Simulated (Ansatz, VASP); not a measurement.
## Al2O3 in VASP and in Ansatz

POSCAR

```
Al2O3
1.0
    3.1381818458      0.0000000000      0.0000000000
   -1.5690909229      2.7177452001      0.0000000000
    0.0000000000      0.0000000000      6.9686651220
Al O
2 3
Direct
    0.0000000000      0.0000000000      0.2779510000
    0.0000000000      0.0000000000      0.7220490000
    0.3333333333      0.6666666667      0.1994540000
    0.6666666667      0.3333333333      0.8005460000
    0.0000000000      0.0000000000      0.5000000000
```

File INCAR.step1:

```
SYSTEM = Al2O3
PREC     = Accurate       ! precision mode
ENCUT    = 520            ! plane-wave cutoff, eV
ISMEAR   = 0              ! smearing method
SIGMA    = 0.05           ! smearing width, eV
LREAL    = .False.        ! projectors in reciprocal space
LASPH    = .True.         ! aspherical terms in the spheres
NELM     = 100            ! most SCF steps
NBANDS   = 20             ! bands
GGA      = PE             ! functional
ALGO     = Normal         ! electronic algorithm
EDIFF    = 1E-4           ! SCF threshold, eV
LWAVE    = .True.         ! write WAVECAR
LCHARG   = .False.        ! write CHGCAR
```

INCAR.step2

```
SYSTEM = Al2O3
PREC     = Accurate       ! precision mode
ENCUT    = 520            ! plane-wave cutoff, eV
EDIFF    = 1E-6           ! SCF threshold, eV
ISMEAR   = 0              ! smearing method
SIGMA    = 0.05           ! smearing width, eV
LREAL    = .False.        ! projectors in reciprocal space
LASPH    = .True.         ! aspherical terms in the spheres
NELM     = 100            ! most SCF steps
ALGO     = Normal         ! electronic algorithm
ISIF     = 2              ! what is computed and relaxed
LWAVE    = .False.        ! write WAVECAR
LCHARG   = .False.        ! write CHGCAR
METAGGA  = R2SCAN         ! meta-GGA
LMIXTAU  = .True.       
NBANDS   = 20             ! bands
ISTART   = 1
```

File KPOINTS:

```
Automatic mesh
0
Gamma
  12 12 4
  0 0 0
```

Input for Ansatz:

```yaml
crystal:
  lattice:
    - [3.1381818458, 0.0, 0.0]
    - [-1.5690909229, 2.7177452001, 0.0]
    - [0.0, 0.0, 6.968665122]
  atoms:
    - { symbol: Al, position: [0.0, 0.0, 0.277951] }
    - { symbol: Al, position: [0.0, 0.0, 0.722049] }
    - { symbol: O, position: [0.3333333333, 0.6666666667, 0.199454] }
    - { symbol: O, position: [0.6666666667, 0.3333333333, 0.800546] }
    - { symbol: O, position: [0.0, 0.0, 0.5] }
basis:
  ecutwfc: 500
kpoints:
  mp_grid: { grid: [12, 12, 4] }
hamiltonian:
  xc: r2scan
scf:
  occupations: { method: gaussian, width: 0.05 }
output:
  forces: true
  stress: true
  eigenvalues: true
```

Change from the starting cell: strain +0.040 along x and y, -0.080 along z, atoms carried along.

Alike in both runs: task single point; functional r2SCAN; k mesh 12 × 12 × 4; occupations gaussian, width 0.05 eV; no spin polarisation.

```csv
,VASP,Ansatz
version,VASP 6.6.1,Ansatz 0.2.0
potentials or method,"VASP PAW PBE potentials, release 64 (Al, O), cutoff 520 eV","scalar-relativistic, plane waves, PAW"
valence electrons in the cell,24,24
```

Ansatz gave:

- gap on the k mesh at the Fermi level (eV): 4.19
- least direct gap on the mesh (eV): 4.19
- pressure (GPa): 3.0
- traceless stress, the component that is largest in VASP (GPa): 44.25
- rms of the force components (eV/Å): 2.107

Task: Estimate VASP's values.

Result: gap on the k mesh at the Fermi level (eV): 4.17; least direct gap on the mesh (eV): 4.17; pressure (GPa): 3.1; traceless stress, the component that is largest in VASP (GPa): 45.26; rms of the force components (eV/Å): 2.172.

VASP's potentials were made for PBE, not for r2SCAN. Atom by atom the forces differ by 0.065 eV/Å (rms over components).
